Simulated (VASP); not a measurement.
Set up this calculation in VASP 6.6.1, as the native input.

```
Task                   : single point
Functional             : PBEsol
Potentials or basis    : VASP PAW PBE potentials, release 64 (Ti_sv, O)
Cutoff                 : 520 eV
k mesh                 : 8 × 8 × 8
Occupations            : gaussian, width 0.01 eV
Spin                   : no spin polarisation
Dipole correction      : no
Further INCAR settings : ALGO = Normal; EDIFF = 1e-06; NBANDS = 19
```

The structure of TiO2 lies in POSCAR:

```
TiO2
1.0
    7.1924470000      0.0000000000      0.0000000000
    6.5690148859      2.9290505761      0.0000000000
    6.5690148859      1.3981782601      2.5737977446
Ti O
1 2
Direct
    0.0000000000      0.0000000000      0.0000000000
    0.6204670000      0.6204670000      0.6204670000
    0.3795330000      0.3795330000      0.3795330000
```

One way to write it, as run:

INCAR

```
SYSTEM = TiO2
  PREC = Accurate
  ENCUT = 520
  EDIFF = 1E-6
  ISMEAR = 0
  SIGMA = 0.01
  LREAL = .FALSE.
  LASPH = .TRUE.
  NELM = 80
  ALGO = Normal
  ISIF = 2
  LWAVE = .FALSE.
  LCHARG = .FALSE.
  GGA = PS
  NBANDS = 19
```

KPOINTS

```
regular mesh
0
G
  8 8 8
  0 0 0
```

Potentials or basis: VASP PAW PBE potentials, release 64 (Ti_sv, O).

The run is started by

```bash
$ cat potpaw_PBE.64/Ti_sv/POTCAR potpaw_PBE.64/O/POTCAR > POTCAR
$ mpirun -np 1 vasp_std > vasp.out
```

It gave:

```
Pressure               : -3.9 GPa
Largest force          : 0.385 eV/Å
Band gap on the k mesh : 2.66 eV, indirect (least direct gap 2.83 eV)
```

Caveat: the PAW data sets were made with another functional, which shifts forces and pressure a little.

Run time: 4.3 min on 1 thread of Intel(R) Xeon(R) 6975P-C (Granite Rapids), with other jobs on the host, peak memory 0.4 GiB.
